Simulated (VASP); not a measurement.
# Li (Fm-3m) in VASP: further runs

The runs below take Li through single point, with PBE+D3(BJ).

Program: VASP 6.6.1. These are calculated values, not measurements. Logs are shortened: lines on timing, memory, paths and dates and some standing lists are left out, and cuts for length are marked.

### Step 1. The cell of the first run

The structure is cubic, space group Fm-3m (No. 225). The conventional cell has a = 4.048 Å, b = 4.048 Å, c = 4.048 Å, α = 90.00°, β = 90.00°, γ = 90.00°. Within 3.8 Å of Li (site symmetry m-3m) lie 12 Li at 2.86 Å.

### Step 2. Single point, PBE+D3(BJ) (volume scaled by 0.91)

INCAR reads:

```
  PREC = Accurate
  ENCUT = 520
  EDIFF = 1E-6
  ISMEAR = 0
  SIGMA = 0.1
  LREAL = False
  LASPH = True
  NELM = 100
  ALGO = Normal
  ISIF = 2
  LWAVE = False
  LCHARG = True
  GGA = PE
  IVDW = 12
  LELF = True
  LVHAR = True
  NBANDS = 8
```

KPOINTS reads:

```
regular mesh
0
Gamma
  18 18 18
```

POSCAR reads:

```
Li
1.0
    0.0000000000      2.0238485422      2.0238485422
    2.0238485422      0.0000000000      2.0238485422
    2.0238485422      2.0238485422      0.0000000000
Li
1
Direct
    0.0000000000      0.0000000000      0.0000000000
```

Potentials or basis: VASP PAW PBE potentials, release 64 (Li_sv).

On the command line:

```
cat potpaw_PBE.64/Li_sv/POTCAR > POTCAR
mpirun -np 1 vasp_std > vasp.out
```

OUTCAR:

```text
PREC = Accurate
   ENCUT = 520
   EDIFF = 1E-6
   ISMEAR = 0
   LREAL = False
   LASPH = True
   NELM = 100
   ISIF = 2
   GGA = PE
   IVDW = 12
 IVDW          = 12

 ion  position               nearest neighbor table
   1  0.000  0.000  0.000-

  LATTYP: Found a face centered cubic cell.
 ALAT       =     4.0476970844

  Lattice vectors:

 A1 = (   0.0000000000,   2.0238485422,   2.0238485422)
 A2 = (   2.0238485422,   0.0000000000,   2.0238485422)
 A3 = (   2.0238485422,   2.0238485422,   0.0000000000)

Analysis of symmetry for initial positions (statically):
=====================================================================
 Subroutine PRICEL returns:
 Original cell was already a primitive cell.

 Routine SETGRP: Setting up the symmetry group for a
 face centered cubic supercell.

 Subroutine GETGRP returns: Found 48 space group operations
[... 9 lines left out ...]

 Routine SETGRP: Setting up the symmetry group for a
 face centered cubic supercell.

 Subroutine GETGRP returns: Found 48 space group operations
[... 11 lines left out ...]
                                     Primitive cell

  volume of cell :      16.5792

  direct lattice vectors                    reciprocal lattice vectors
     0.000000000  2.023848542  2.023848542    -0.247054060  0.247054060  0.247054060
     2.023848542  0.000000000  2.023848542     0.247054060 -0.247054060  0.247054060
     2.023848542  2.023848542  0.000000000     0.247054060  0.247054060 -0.247054060

  length of vectors
     2.862154057  2.862154057  2.862154057     0.427910185  0.427910185  0.427910185

  position of ions in fractional coordinates (direct lattice)
     0.000000000  0.000000000  0.000000000

  ion indices of the primitive-cell ions
   primitive index   ion index
                 1           1

----------------------------------------------------------------------------------------

 KPOINTS: regular mesh

Automatic generation of k-mesh.
 Grid dimensions read from file:
 generate k-points for:   18   18   18

 Generating k-lattice:

  Cartesian coordinates                     Fractional coordinates (reciprocal lattice)
    -0.013725226  0.013725226  0.013725226     0.055555556  0.000000000  0.000000000
     0.013725226 -0.013725226  0.013725226     0.000000000  0.055555556  0.000000000
     0.013725226  0.013725226 -0.013725226     0.000000000  0.000000000  0.055555556

  Length of vectors
[... 54 lines left out ...]
   NELM   =    100;   NELMIN=  2; NELMDL= -5     # of ELM steps
   EDIFF  = 0.1E-05   stopping-criterion for ELM
   LREAL  =      F    real-space projection
   EDIFFG = 0.1E-04   stopping-criterion for IOM
   NSW    =      0    number of steps for IOM
   IBRION =     -1    ionic relax: 0-MD 1-quasi-New 2-CG
   NFREE  =      0    steps in history (QN), initial steepest desc. (CG)
   ISIF   =      2    stress and relaxation
   ISYM   =      2    0-nonsym 1-usesym 2-fastsym
   POTIM  = 0.5000    time-step for ionic-motion
   TEBEG  =    0.0;   TEEND  =   0.0 temperature during run
   PSTRESS=    0.0 pullay stress
   NELECT =       3.0000    total number of electrons
   NUPDOWN=      -1.0000    fix difference up-down
   EMIN   =  10.00;   EMAX   =-10.00  energy-range for DOS
   EFERMI =   0.00;   METHOD = LEGACY
   ISMEAR =     0;   SIGMA  =   0.10  broadening in eV -4-tet -1-fermi 0-gaus
   EFERMI_NEDOS =   21; number of points for ismear=-14 and -15
   IALGO  =     38    algorithm
   IMIX   =      4    mixing-type and parameters
     AMIX     =   0.40;   BMIX     =  1.00
     AMIX_MAG =   1.60;   BMIX_MAG =  1.00
  volume/ion in A,a.u.               =      16.58       111.88
  Fermi-wavevector in a.u.,A,eV,Ry     =   0.925964  1.749817 11.665752  0.857409
  Thomas-Fermi vector in A             =   2.051875
   LORBIT       =      0    0 simple, 1 ext, 2 COOP (PROOUT), +10 PAW based schemes
   GGA     = PE    functional components
   LHFCALC =     F    Hartree Fock is set to
   AEXX    =    0.0000 exact exchange contribution
   IVDW    =    12    specifies the selected vdW correction
   LEPSILON=     F    determine dielectric tensor
   LRPA    =     F    only Hartree local field effects (RPA)
 non-spin polarized calculation
 Gauss-broadening in eV      SIGMA  =   0.10
  energy-cutoff  :      520.00
  volume of cell :       16.58
 maximum number of plane-waves:       459
 NGX is ok and might be reduce to    24
   NGX = 11   NGY = 11   NGZ = 11

 number of electron       2.9999996 magnetization

 Free energy of the ion-electron system (eV)
  ---------------------------------------------------
  ext. energy  EPLUGINS =         0.00000000
  ---------------------------------------------------
  free energy    TOTEN  =        -1.87076700 eV

  energy without entropy =       -1.86935226  energy(sigma->0) =       -1.87005963

 E-fermi :   1.2405     XC(G=0):  -7.5526

 val. band max:        1.1720791572   @ k =   0.4444   0.2778   0.0000
 cond. band min:       1.2444439412   @ k =   0.5000   0.2222   0.0556
 fundamental gap:      0.0723647840
 Fermi energy:         1.2405475317

 k-point     1 :       0.0000    0.0000    0.0000
  band No.  band energies     occupation
      1     -44.9700      2.00000
      2      -2.5667      2.00000
      3      17.7738      0.00000
      4      17.7739      0.00000
      5      17.7739      0.00000
      6      21.9812      0.00000
      7      21.9812      0.00000
      8      21.9812      0.00000
[... 243 lines left out ...]
 k-point    24 :      -0.2222    0.0556    0.0000
  band No.  band energies     occupation
      1     -44.9506      2.00000
      2      -1.4126      2.00000
      3      10.7450      0.00000
      4      15.2446      0.00000
      5      17.0790      0.00000
      6      21.3105      0.00000
      7      22.0929      0.00000
      8      22.9329      0.00000

 [... further k-points ...]

------------------------ aborting loop because EDIFF is reached ----------------------------------------

 Edisp (eV)   -0.20714

 E8    (eV) :    -0.0861

  FORCE on cell =-STRESS in cart. coord.  units (eV):
  Direction    XX          YY          ZZ          XY          YZ          ZX
  --------------------------------------------------------------------------------------
  -------------------------------------------------------------------------------------
  Total       0.16796     0.16796     0.16796     0.00000     0.00000    -0.00000
  in kB      16.23170    16.23170    16.23170     0.00000     0.00000    -0.00000
  external pressure =       16.23 kB  Pullay stress =        0.00 kB

 VOLUME and BASIS-vectors are now :
 -----------------------------------------------------------------------------
  energy-cutoff  :      520.00
  volume of cell :       16.58
      direct lattice vectors                 reciprocal lattice vectors
     0.000000000  2.023848542  2.023848542    -0.247054060  0.247054060  0.247054060
     2.023848542  0.000000000  2.023848542     0.247054060 -0.247054060  0.247054060
     2.023848542  2.023848542  0.000000000     0.247054060  0.247054060 -0.247054060

 POSITION                                       TOTAL-FORCE (eV/Angst)
 -----------------------------------------------------------------------------------
      0.00000      0.00000      0.00000         0.000000     -0.000000     -0.000000
 -----------------------------------------------------------------------------------
    total drift:                               -0.000000     -0.000000     -0.000000

  FREE ENERGIE OF THE ION-ELECTRON SYSTEM (eV)
  ---------------------------------------------------
  free  energy   TOTEN  =        -2.0779060679 eV

  energy  without entropy=       -2.0764913290  energy(sigma->0) =       -2.07719870
```

OSZICAR:

```text
N       E                     dE             d eps       ncg     rms          rms(c)
DAV:   1    -0.138132878929E+00   -0.13813E+00   -0.71901E+02  3208   0.266E+02
DAV:   2    -0.185267269771E+01   -0.17145E+01   -0.16885E+01  4464   0.337E+01
DAV:   3    -0.187105906243E+01   -0.18386E-01   -0.18384E-01  3560   0.290E+00
DAV:   4    -0.187123407282E+01   -0.17501E-03   -0.17501E-03  4912   0.239E-01
DAV:   5    -0.187123436625E+01   -0.29343E-06   -0.29348E-06  3736   0.651E-03    0.220E-01
DAV:   6    -0.187072907104E+01    0.50530E-03   -0.48703E-04  4904   0.760E-02    0.144E-01
DAV:   7    -0.187078394014E+01   -0.54869E-04   -0.12149E-03  4520   0.134E-01    0.318E-02
DAV:   8    -0.187077162627E+01    0.12314E-04   -0.12584E-05  3584   0.257E-02    0.284E-03
DAV:   9    -0.187076824435E+01    0.33819E-05   -0.13918E-06  4216   0.863E-03    0.880E-04
DAV:  10    -0.187076685116E+01    0.13932E-05   -0.58483E-08  1928   0.175E-03    0.891E-04
DAV:  11    -0.187076700166E+01   -0.15051E-06   -0.12667E-08  1680   0.100E-03
   1 F= -.20779061E+01 E0= -.20771987E+01  d E =-.141474E-02
```

Wall time 12 s (1 thread of AMD EPYC 9R45 (Zen 5), shared host); peak memory 0.12 GiB.

What came out:

```yaml
Free_energy: -2.0779 eV
Dispersion_energy_per_atom: -0.207 eV
```

Caveat: the cutoff is under 1.25 times the usual one of these potentials, so pressure, stress and relaxed cells hold a basis-set (Pulay) error; pairwise dispersion overbinds metals, which lowers pressure and volume.

### Step 3. Single point, PBE+D3(BJ) (volume scaled by 0.94)

INCAR reads:

```
SYSTEM = Li
  ALGO = Fast
  EDIFF = 1E-7
  ENCUT = 520
  GGA = PE
  ISIF = 2
  ISMEAR = 0
  IVDW = 12
  LASPH = .TRUE.
  LCHARG = .FALSE.
  LREAL = .FALSE.
  LWAVE = .FALSE.
  NBANDS = 8
  NELM = 60
  PREC = Accurate
  SIGMA = 0.1
```

KPOINTS reads:

```
k-points
0
G
  18 18 18
  0 0 0
```

POSCAR reads:

```
Li
1.0
    0.0000000000      2.0458486195      2.0458486195
    2.0458486195      0.0000000000      2.0458486195
    2.0458486195      2.0458486195      0.0000000000
Li
1
Direct
    0.0000000000      0.0000000000      0.0000000000
```

Potentials or basis: VASP PAW PBE potentials, release 64 (Li_sv).

On the command line:

```
cat potpaw_PBE.64/Li_sv/POTCAR > POTCAR
mpirun -np 1 vasp_std > vasp.out
```

Run time: 17 s. Hardware: 1 thread of AMD EPYC 9R45 (Zen 5), shared host; peak memory 0.12 GiB.

The run converged. Its results:

```
Free energy                : -2.0829 eV
Dispersion energy per atom : -0.200 eV
```

Levels at points of the mesh, in eV from the Fermi level:
```csv
k point,band 1,band 2,band 3,band 4,band 5
"(0.00, 0.00, 0.00)",-46.26,-3.77,16.16,16.16,16.16
"(0.50, 0.00, 0.00)",-46.23,-0.10,3.52,14.21,14.21
"(0.50, 0.50, 0.00)",-46.21,1.65,5.34,9.44,9.44
```

Caveat: the cutoff is under 1.25 times the usual one of these potentials, so pressure, stress and relaxed cells hold a basis-set (Pulay) error; pairwise dispersion overbinds metals, which lowers pressure and volume.

### Step 4. Single point, PBE+D3(BJ) (volume scaled by 0.97)

INCAR reads:

```
ALGO = Normal
EDIFF = 1E-7
ENCUT = 520
GGA = PE
ISIF = 2
ISMEAR = 0
IVDW = 12
LASPH = T
LCHARG = F
LREAL = F
LWAVE = F
NBANDS = 8
NELM = 80
PREC = Accurate
SIGMA = 0.1
```

KPOINTS reads:

```
k-points
0
Gamma
  18 18 18
```

POSCAR reads:

```
Li
1.0
    0.0000000000      2.0673854508      2.0673854508
    2.0673854508      0.0000000000      2.0673854508
    2.0673854508      2.0673854508      0.0000000000
Li
1
Direct
    0.0000000000      0.0000000000      0.0000000000
```

On the command line:

```
cat potpaw_PBE.64/Li_sv/POTCAR > POTCAR
mpirun -np 1 vasp_std > vasp.out
```

Wall time 12 s (1 thread of AMD EPYC 9R45 (Zen 5), shared host); peak memory 0.12 GiB.

It converged, with:

```yaml
Free_energy: -2.0858 eV
Dispersion_energy_per_atom: -0.194 eV
```

Levels at points of the mesh, in eV from the Fermi level:
| k point | band 1 | band 2 | band 3 | band 4 | band 5 | band 6 | band 7 |
| --- | --- | --- | --- | --- | --- | --- | --- |
| (0.00, 0.00, 0.00) | -46.31 | -3.74 | 15.80 | 15.80 | 15.80 | 19.91 | 19.91 |
| (0.50, 0.00, 0.00) | -46.28 | -0.08 | 3.40 | 13.90 | 13.90 | 18.08 | 18.08 |
| (0.50, 0.50, 0.00) | -46.27 | 1.63 | 5.22 | 9.24 | 9.24 | 11.55 | 17.27 |

Caveat: the cutoff is under 1.25 times the usual one of these potentials, so pressure, stress and relaxed cells hold a basis-set (Pulay) error; pairwise dispersion overbinds metals, which lowers pressure and volume.

### Step 5. Single point, PBE+D3(BJ) (volume scaled by 1.03)

INCAR reads:

```
  ALGO = Fast
  EDIFF = 1E-7
  ENCUT = 520
  GGA = PE
  ISIF = 2
  ISMEAR = 0
  IVDW = 12
  LASPH = T
  LCHARG = F
  LREAL = F
  LWAVE = F
  NBANDS = 8
  NELM = 100
  PREC = Accurate
  SIGMA = 0.1
```

KPOINTS is that of step 4.

POSCAR reads:

```
Li
1.0
    0.0000000000      2.1091620690      2.1091620690
    2.1091620690      0.0000000000      2.1091620690
    2.1091620690      2.1091620690      0.0000000000
Li
1
Direct
    0.0000000000      0.0000000000      0.0000000000
```

On the command line:

```
cat potpaw_PBE.64/Li_sv/POTCAR > POTCAR
mpirun -np 1 vasp_std > vasp.out
```

It took 20 s on 1 thread of AMD EPYC 9R45 (Zen 5), shared host; peak memory 0.12 GiB.

The run converged. Its results:

```yaml
Free_energy: -2.0862 eV
Dispersion_energy_per_atom: -0.183 eV
```

Levels at points of the mesh, in eV from the Fermi level:
```
           k point  band 1  band 2  band 3  band 4  band 5  band 6  band 7
(0.00, 0.00, 0.00)  -46.41   -3.67   15.15   15.15   15.15   19.15   19.15
(0.50, 0.00, 0.00)  -46.38   -0.06    3.18   13.32   13.32   17.40   17.40
(0.50, 0.50, 0.00)  -46.38    1.58    4.98    8.87    8.87   11.14   16.41
```

Caveat: the cutoff is under 1.25 times the usual one of these potentials, so pressure, stress and relaxed cells hold a basis-set (Pulay) error; pairwise dispersion overbinds metals, which lowers pressure and volume.

### Step 6. Single point, PBE+D3(BJ) (volume scaled by 1.06)

INCAR reads:

```
PREC = Accurate ; ENCUT = 520
EDIFF = 1E-6 ; ISMEAR = 0
SIGMA = 0.1 ; LREAL = False
LASPH = True ; NELM = 60
ALGO = Normal ; ISIF = 2
LWAVE = False ; LCHARG = False
GGA = PE ; IVDW = 12
NBANDS = 8
```

KPOINTS reads:

```
regular mesh
0
Gamma
  18 18 18
```

POSCAR reads:

```
Li
1.0
    0.0000000000      2.1294437177      2.1294437177
    2.1294437177      0.0000000000      2.1294437177
    2.1294437177      2.1294437177      0.0000000000
Li
1
Direct
    0.0000000000      0.0000000000      0.0000000000
```

Potentials or basis: VASP PAW PBE potentials, release 64 (Li_sv).

On the command line:

```
cat potpaw_PBE.64/Li_sv/POTCAR > POTCAR
mpirun -np 1 vasp_std > vasp.out
```

Wall time 11 s (1 thread of AMD EPYC 9R45 (Zen 5), shared host); peak memory 0.12 GiB.

Results (log left out):

| Property | Result |
| --- | --- |
| Free energy | -2.0842 eV |
| Dispersion energy per atom | -0.177 eV |

Levels at points of the mesh, in eV from the Fermi level:
```
           k point  band 1  band 2  band 3  band 4  band 5
(0.00, 0.00, 0.00)  -46.46   -3.63   14.84   14.84   14.84
(0.50, 0.00, 0.00)  -46.43   -0.05    3.08   13.06   13.06
(0.50, 0.50, 0.00)  -46.43    1.56    4.88    8.70    8.70
```

Caveat: the cutoff is under 1.25 times the usual one of these potentials, so pressure, stress and relaxed cells hold a basis-set (Pulay) error; pairwise dispersion overbinds metals, which lowers pressure and volume.

### Step 7. Single point, PBE+D3(BJ) (volume scaled by 1.10)

INCAR reads:

```
SYSTEM = Li
ALGO = Normal
EDIFF = 1E-6
ENCUT = 520
GGA = PE
ISIF = 2
ISMEAR = 0
IVDW = 12
LASPH = .True.
LCHARG = .False.
LREAL = .False.
LWAVE = .False.
NBANDS = 8
NELM = 80
PREC = Accurate
SIGMA = 0.1
```

KPOINTS reads:

```
k-points
0
Gamma
  18 18 18
  0 0 0
```

POSCAR reads:

```
Li
1.0
    0.0000000000      2.1558991398      2.1558991398
    2.1558991398      0.0000000000      2.1558991398
    2.1558991398      2.1558991398      0.0000000000
Li
1
Direct
    0.0000000000      0.0000000000      0.0000000000
```

On the command line:

```
cat potpaw_PBE.64/Li_sv/POTCAR > POTCAR
mpirun -np 1 vasp_std > vasp.out
```

Wall time 11 s (1 thread of AMD EPYC 9R45 (Zen 5), shared host); peak memory 0.12 GiB.

It converged, with:

```
Free energy                : -2.0797 eV
Dispersion energy per atom : -0.171 eV
```

Levels at points of the mesh, in eV from the Fermi level:
```
           k point  band 1  band 2  band 3  band 4  band 5  band 6  band 7
(0.00, 0.00, 0.00)  -46.52   -3.58   14.46   14.46   14.46   18.36   18.36
(0.50, 0.00, 0.00)  -46.50   -0.03    2.95   12.72   12.72   16.69   16.69
(0.50, 0.50, 0.00)  -46.49    1.53    4.74    8.49    8.49   10.69   15.50
```

Caveat: the cutoff is under 1.25 times the usual one of these potentials, so pressure, stress and relaxed cells hold a basis-set (Pulay) error; pairwise dispersion overbinds metals, which lowers pressure and volume.

### Step 8. The runs side by side

```tsv
cell	gap on the mesh (eV)
a = 2.862 Å, angles 60.0°, 1 atom	none
a = 2.893 Å, angles 60.0°, 1 atom	none
a = 2.924 Å, angles 60.0°, 1 atom	none
a = 2.983 Å, angles 60.0°, 1 atom	none
a = 3.011 Å, angles 60.0°, 1 atom	none
a = 3.049 Å, angles 60.0°, 1 atom	none
```

Alike in all rows: task single point; level PBE+D3(BJ); potentials or basis VASP PAW PBE potentials, release 64 (Li_sv); no spin polarisation; k mesh 18 × 18 × 18; cutoff (eV) 520; smearing gaussian 0.1 eV.

Caveats: the cutoff is under 1.25 times the usual one of these potentials, so pressure, stress and relaxed cells hold a basis-set (Pulay) error; pairwise dispersion overbinds metals, which lowers pressure and volume.

Total energies depend on the potentials used, so only differences within one code and one set of settings carry meaning.
